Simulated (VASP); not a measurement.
## NbP: single point with PBE

Crystal: NbP.

```
Nb P
1.0
     3.23221    0.00000    0.00000
    -1.61610    2.79917    0.00000
     0.00000    0.00000    6.68151
Nb P
2 2
Direct
  0.00000 0.00000 0.00000
  0.00000 0.00000 0.50000
  0.33333 0.66667 0.25000
  0.66667 0.33333 0.75000
```

This cell differs from its parent crystal: volume scaled by 0.945.

* Program: VASP 6.6.1
* Task: single point
* Functional: PBE
* Potentials or basis: VASP PAW PBE potentials, release 64 (Nb_sv, P)
* Cutoff: 500 eV
* k mesh: 10 × 10 × 8
* Occupations: gaussian, width 0.05 eV
* Spin: no spin polarisation

```json
{
 "Pressure": "10.7 GPa",
 "Band gap on the k mesh": "zero (band 18 reaches 11.85 eV, above the bottom of band 19 at 11.25 eV)"
}
```

Stress tensor (GPa, compression positive):
```
10.74  0.00  0.00
 0.00 10.74  0.00
 0.00  0.00 10.66
```

Levels at points of the mesh, in eV from the Fermi level:
| k point | band 14 | band 15 | band 16 | band 17 | band 18 | band 19 | band 20 | band 21 | band 22 | band 23 |
| --- | --- | --- | --- | --- | --- | --- | --- | --- | --- | --- |
| (0.00, 0.00, 0.00) | -2.66 | -1.11 | -0.58 | -0.58 | -0.01 | -0.01 | 1.54 | 1.54 | 1.96 | 1.96 |
| (0.50, 0.00, 0.00) | -3.35 | -2.87 | -2.45 | -1.60 | -0.24 | 0.79 | 3.13 | 3.17 | 3.35 | 4.06 |
| (0.00, 0.00, 0.50) | -1.92 | -1.92 | -1.92 | 0.16 | 0.16 | 0.64 | 0.64 | 0.64 | 0.64 | 4.38 |
| (0.50, 0.00, 0.50) | -3.90 | -2.41 | -2.41 | -1.64 | -1.64 | 2.91 | 2.91 | 3.23 | 3.23 | 4.06 |

It took 55 s on 1 thread of AMD EPYC 9R45 96-Core Processor (Zen 5), with other jobs on the host, peak memory 0.2 GiB.
